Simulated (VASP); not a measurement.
Write the native input for VASP 6.6.1 that does the following.

| Item | Value |
| --- | --- |
| Task | single point |
| Functional | PBE |
| Potentials or basis | VASP PAW PBE potentials, release 64 (Si, C) |
| Cutoff | 520 eV |
| k mesh | 12 × 12 × 2 |
| Occupations | gaussian, width 0.02 eV |
| Spin | no spin polarisation |
| Dipole correction | no |
| Further INCAR settings | ALGO = Normal; EDIFF = 1e-06; NBANDS = 36 |

The structure of SiC lies in POSCAR:

```
SiC
1.0
    3.0950015821      0.0000000029      0.0000000000
   -1.5475007936      2.6803499934      0.0000000000
    0.0000000000      0.0000000000     15.1865709572
Si C
6 6
Direct
    0.3333333333      0.6666666667      0.8329927008
    0.6666666667      0.3333333333      0.3329927008
    0.6666666667      0.3333333333      0.6665012400
    0.3333333333      0.6666666667      0.1665012400
    0.0000000000      0.0000000000      0.4997230252
    0.0000000000      0.0000000000      0.9997230252
    0.0000000000      0.0000000000      0.8743713553
    0.0000000000      0.0000000000      0.3743713553
    0.3333333333      0.6666666667      0.7079991941
    0.6666666667      0.3333333333      0.2079991941
    0.6666666667      0.3333333333      0.5415134847
    0.3333333333      0.6666666667      0.0415134847
```

The input as run:

INCAR

```
SYSTEM = SiC
PREC = Accurate ; ENCUT = 520
EDIFF = 1E-6 ; ISMEAR = 0
SIGMA = 0.02 ; LREAL = .FALSE.
LASPH = .TRUE. ; NELM = 100
ALGO = Normal ; ISIF = 2
LWAVE = .FALSE. ; LCHARG = .FALSE.
GGA = PE ; NBANDS = 36
```

KPOINTS

```
Automatic mesh
0
G
  12 12 2
  0 0 0
```

Potentials or basis: VASP PAW PBE potentials, release 64 (Si, C).

Run with:

```console
$ cat potpaw_PBE.64/Si/POTCAR potpaw_PBE.64/C/POTCAR > POTCAR
$ mpirun -np 1 vasp_std > vasp.out
```

Results of the run:

```yaml
Pressure: 0.0 GPa
Band_gap_on_the_k_mesh: 2.03 eV (least direct gap 3.12 eV)
```

Wall time 100 s on 1 thread of Intel(R) Xeon(R) Platinum 8488C (Sapphire Rapids), on a shared host, peak memory 0.31 GiB.
